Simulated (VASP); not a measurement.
# CdSe in VASP: further runs, part 3 of 3

VASP 6.6.1. Earlier steps stand in the parts before.

## (5) Relaxation of cell and atoms, PBE+D4, non-collinear spin, zero start, spin-orbit coupling (atoms moved at random)

The input, INCAR:

```
PREC = Accurate
ENCUT = 600
EDIFF = 1E-7
ISMEAR = 1
SIGMA = 0.15
LREAL = False
LASPH = True
NELM = 150
ALGO = Normal
ISIF = 3
LWAVE = False
LCHARG = False
LNONCOLLINEAR = True
MAGMOM = 0 0 0 0 0 0
LORBIT = 11
LSORBIT = True
GGA_COMPAT = False
LORBMOM = True
GGA = PE
IVDW = 13
IBRION = 2
NSW = 80
EDIFFG = -0.005
KPAR = 4
```

The input, KPOINTS:

```
Automatic mesh
0
Gamma
  6 6 6
```

The input, POSCAR:

```
CdSe
1.0
    0.0000000000      2.8739580000      2.8739580000
    2.8739580000      0.0000000000      2.8739580000
    2.8739580000      2.8739580000      0.0000000000
Cd Se
1 1
Direct
    0.0114010000     -0.0144420000      0.0022340000
    0.4819360000      0.5145990000      0.4994520000
```

Potentials or basis: VASP PAW PBE potentials, release 64 (Cd, Se).

Started as:

```sh
cat potpaw_PBE.64/Cd/POTCAR potpaw_PBE.64/Se/POTCAR > POTCAR
mpirun -np 4 vasp_ncl > vasp.out
```

OUTCAR:

```text
PREC = Accurate
   ENCUT = 600
   EDIFF = 1E-7
   ISMEAR = 1
   LREAL = False
   LASPH = True
   NELM = 150
   ISIF = 3
   LNONCOLLINEAR = True
   LORBIT = 11
   LSORBIT = True
   GGA = PE
   IVDW = 13
   IBRION = 2
   NSW = 80
   EDIFFG = -0.005

 ion  position               nearest neighbor table
   1  0.011  0.986  0.002-   2 2.78   2 2.80   2 2.88   2 2.88   2 2.95   2 2.97
   2  0.482  0.515  0.499-   1 2.78   1 2.80   1 2.88   1 2.88   1 2.95   1 2.97

  LATTYP: Found a face centered cubic cell.
 ALAT       =     5.7479160000

  Lattice vectors:

 A1 = (   0.0000000000,   2.8739580000,   2.8739580000)
 A2 = (   2.8739580000,   0.0000000000,   2.8739580000)
 A3 = (   2.8739580000,   2.8739580000,   0.0000000000)

Analysis of symmetry for initial positions (statically):
=====================================================================
 Subroutine PRICEL returns:
 Original cell was already a primitive cell.

 Routine SETGRP: Setting up the symmetry group for a
 face centered cubic supercell.

 Subroutine GETGRP returns: Found  1 space group operations
 (whereof  1 operations were pure point group operations)
 out of a pool of 48 trial point group operations.

The static configuration has the point symmetry C_1 .

Analysis of symmetry for dynamics (positions and initial velocities):
=====================================================================
 Subroutine PRICEL returns:
 Original cell was already a primitive cell.

 Routine SETGRP: Setting up the symmetry group for a
 face centered cubic supercell.

 Subroutine GETGRP returns: Found  1 space group operations
 (whereof  1 operations were pure point group operations)
 out of a pool of 48 trial point group operations.

The dynamic configuration has the point symmetry C_1 .

Analysis of structural, dynamic, and magnetic symmetry:
[... 1846 lines left out ...]
            0.000  -0.000   0.000

 orbital moment (y)

 # of ion     p       d       tot
 ----------------------------------------
  1         0.000  -0.000  -0.000
  2         0.000  -0.000   0.000
 ----------------------------------------
            0.000  -0.000   0.000

 orbital moment (z)

 # of ion     p       d       tot
 ----------------------------------------
  1        -0.000  -0.000  -0.000
  2         0.000  -0.000   0.000
 ----------------------------------------
            0.000  -0.000   0.000

 Spin-Orbit-Coupling matrix elements

 Ion:    1  E_soc:     -0.0537884
 l=   1
     0.0000000    -0.0021812    -0.0021813
    -0.0021812     0.0000000    -0.0021814
    -0.0021813    -0.0021814     0.0000000
 l=   2
     0.0000000    -0.0013814     0.0000000    -0.0013814    -0.0054020
    -0.0013814     0.0000000    -0.0040515    -0.0013814    -0.0013505
     0.0000000    -0.0040515     0.0000000    -0.0040515     0.0000000
    -0.0013814    -0.0013814    -0.0040515     0.0000000    -0.0013505
    -0.0054020    -0.0013505     0.0000000    -0.0013505     0.0000000
 l=   3
     0.0000000     0.0000000     0.0000000     0.0000000     0.0000000     0.0000000     0.0000000
     0.0000000     0.0000000     0.0000000     0.0000000     0.0000000     0.0000000     0.0000000
     0.0000000     0.0000000     0.0000000     0.0000000     0.0000000     0.0000000     0.0000000
     0.0000000     0.0000000     0.0000000     0.0000000     0.0000000     0.0000000     0.0000000
     0.0000000     0.0000000     0.0000000     0.0000000     0.0000000     0.0000000     0.0000000
     0.0000000     0.0000000     0.0000000     0.0000000     0.0000000     0.0000000     0.0000000
     0.0000000     0.0000000     0.0000000     0.0000000     0.0000000     0.0000000     0.0000000

 Ion:    2  E_soc:     -0.0442164
 l=   1
     0.0000000    -0.0073638    -0.0073636
    -0.0073638     0.0000000    -0.0073634
    -0.0073636    -0.0073634     0.0000000
 l=   2
     0.0000000    -0.0000004     0.0000000    -0.0000004    -0.0000054
    -0.0000004     0.0000000    -0.0000040    -0.0000004    -0.0000013
     0.0000000    -0.0000040     0.0000000    -0.0000040     0.0000000
    -0.0000004    -0.0000004    -0.0000040     0.0000000    -0.0000013
    -0.0000054    -0.0000013     0.0000000    -0.0000013     0.0000000
 l=   3
     0.0000000     0.0000000     0.0000000     0.0000000     0.0000000     0.0000000     0.0000000
     0.0000000     0.0000000     0.0000000     0.0000000     0.0000000     0.0000000     0.0000000
     0.0000000     0.0000000     0.0000000     0.0000000     0.0000000     0.0000000     0.0000000
     0.0000000     0.0000000     0.0000000     0.0000000     0.0000000     0.0000000     0.0000000
     0.0000000     0.0000000     0.0000000     0.0000000     0.0000000     0.0000000     0.0000000
     0.0000000     0.0000000     0.0000000     0.0000000     0.0000000     0.0000000     0.0000000
     0.0000000     0.0000000     0.0000000     0.0000000     0.0000000     0.0000000     0.0000000

 total charge

# of ion       s       p       d       tot
------------------------------------------
    1        0.408   0.248   9.571  10.227
    2        1.461   2.364   0.021   3.845
--------------------------------------------------
tot          1.869   2.612   9.592  14.072

 magnetization (x)

# of ion       s       p       d       tot
------------------------------------------
    1       -0.000  -0.000  -0.000  -0.000
    2        0.000  -0.000  -0.000  -0.000
--------------------------------------------------
tot         -0.000  -0.000  -0.000  -0.000

 magnetization (y)

# of ion       s       p       d       tot
------------------------------------------
    1       -0.000  -0.000  -0.000  -0.000
    2        0.000   0.000  -0.000   0.000
--------------------------------------------------
tot         -0.000   0.000  -0.000   0.000

 magnetization (z)

# of ion       s       p       d       tot
------------------------------------------
    1        0.000   0.000   0.000   0.000
    2       -0.000   0.000   0.000   0.000
--------------------------------------------------
tot          0.000   0.000   0.000   0.000
```

OSZICAR:

```text
N       E                     dE             d eps       ncg     rms          rms(c)
DAV:   1     0.133344412846E+03    0.13334E+03   -0.95687E+03 11264   0.144E+03
DAV:   2     0.127711547550E+01   -0.13207E+03   -0.12677E+03 12212   0.336E+02
DAV:   3    -0.561501825182E+01   -0.68921E+01   -0.68246E+01 13528   0.769E+01
[... 106 lines left out ...]
       N       E                     dE             d eps       ncg     rms          rms(c)
DAV:   1    -0.523224851851E+01   -0.11606E-04   -0.22805E-03 11438   0.423E-01    0.306E-02
DAV:   2    -0.523223242296E+01    0.16096E-04   -0.23251E-05 12006   0.694E-02    0.174E-02
DAV:   3    -0.523222370146E+01    0.87215E-05   -0.83846E-06 12070   0.439E-02    0.476E-03
DAV:   4    -0.523222387246E+01   -0.17100E-06   -0.17648E-06 12058   0.168E-02    0.332E-03
DAV:   5    -0.523222388508E+01   -0.12616E-07   -0.56241E-09  5734   0.765E-04
  12 F= -.60450938E+01 E0= -.60455964E+01  d E =-.844774E-05  mag=    -0.0000    -0.0000     0.0000
```

CONTCAR:

```text
CdSe
   1.00000000000000
     0.0012584544282849    2.8340527109039502    2.8339656695316116
     2.8339097643224904    0.0012315176533122    2.8339767781812126
     2.8351543013887510    2.8352904309912663    0.0000035393016085
  Cd              Se
     1     1
Direct
     0.9965559592555572    0.0001847670614159    0.0009215376410949
     0.4967810407444396    0.4999722329385784    0.5007644623589045

  0.00000000E+00  0.00000000E+00  0.00000000E+00
  0.00000000E+00  0.00000000E+00  0.00000000E+00
```

It took 35 min on 4 MPI ranks of Oxide Virtual Turin-like, shared host; peak memory 0.68 GiB.

Results:

```yaml
Free_energy: -6.0451 eV
Relaxed_volume: 22.76 Å³/atom
Relaxed_cell: a = 4.008 Å, b = 4.008 Å, c = 4.010 Å, α = 59.99°, β = 59.98°, γ = 59.97°
Space_group_after_relaxing_to_0.1_Å: Fm-3m (No. 225)
Energy_gained_by_relaxing: 12.4 meV/atom
Ionic_steps: 12
Pressure_after_relaxing: 0.0 GPa
Net_moment: 0.00 μB per cell
Valence_electrons_inside_the_program's_atomic_spheres: Cd 10.23; Se 3.85
Dispersion_energy_per_atom: -0.406 eV
```

Step by step:
```
step  energy change (eV)  largest force (eV/Å)  pressure (GPa)  volume (Å³)
   1              0.0000                0.1421           -2.27        47.48
   2             -0.0146                0.1855            0.75        45.21
   3             -0.0152                0.1791            0.20        45.57
   4             -0.0181                0.1445            0.17        45.54
   5             -0.0225                0.0572            0.17        45.44
   6             -0.0228                0.0326            0.21        45.41
   7             -0.0245                0.0035           -0.27        45.70
   8             -0.0245                0.0032           -0.28        45.71
   9             -0.0245                0.0074            0.27        45.35
  10             -0.0247                0.0027            0.01        45.52
  11             -0.0247                0.0025            0.00        45.52
  12             -0.0247                0.0018            0.00        45.52
```

Final structure:
```yaml
crystal:
  lattice:
    - [0.00126, 2.83405, 2.83397]
    - [2.83391, 0.00123, 2.83398]
    - [2.83515, 2.83529, 0.00000]
  atoms:
    - { symbol: Cd, position: [0.99656, 0.00018, 0.00092] }
    - { symbol: Se, position: [0.49678, 0.49997, 0.50076] }
```

Moments on the atoms (μB; x, y, z):
```
Cd  0.00 0.00 0.00
Se  0.00 0.00 0.00
```

Caveat: the cell differs from its parent crystal (atoms moved at random).

## (6) Summary

| task | level | spin | cell | k mesh | cutoff (eV) | smearing | grid for exact exchange (PRECFOCK) | share of exact exchange | gap on the mesh (eV) | pressure (GPa) |
| --- | --- | --- | --- | --- | --- | --- | --- | --- | --- | --- |
| single point | PBE0 | off | a = 4.064 Å, angles 60.0°, 2 atoms, atomic positions A | 4 × 4 × 4 | 520 | fermi-dirac 0.05 eV | Normal | 0.25 | 1.10 | -1.7 |
| single point | PBE0 | off | a = 4.091 Å, angles 60.0°, 2 atoms, atomic positions A | 4 × 4 × 4 | 520 | fermi-dirac 0.05 eV | Normal | 0.25 | 1.10 | -2.8 |
| single point | PBE0 | off | a = 4.118 Å, angles 60.0°, 2 atoms, atomic positions A | 4 × 4 × 4 | 520 | fermi-dirac 0.05 eV | Normal | 0.25 | 1.09 | -3.9 |
| relaxation of cell and atoms | PBE+D4 | non-collinear, zero start, SOC | relaxed from a = 4.064 Å, angles 60.0°, 2 atoms, atomic positions B | 6 × 6 × 6 | 600 | methfessel-paxton 0.15 eV | - | - | - | 0.0 |

Alike in all rows: potentials or basis VASP PAW PBE potentials, release 64 (Cd, Se).

Caveats: some runs use coarse meshes; the PAW data sets were made with another functional, which shifts forces and pressure a little (at least some runs).

Absolute energies hang on the potentials; compare differences alone.
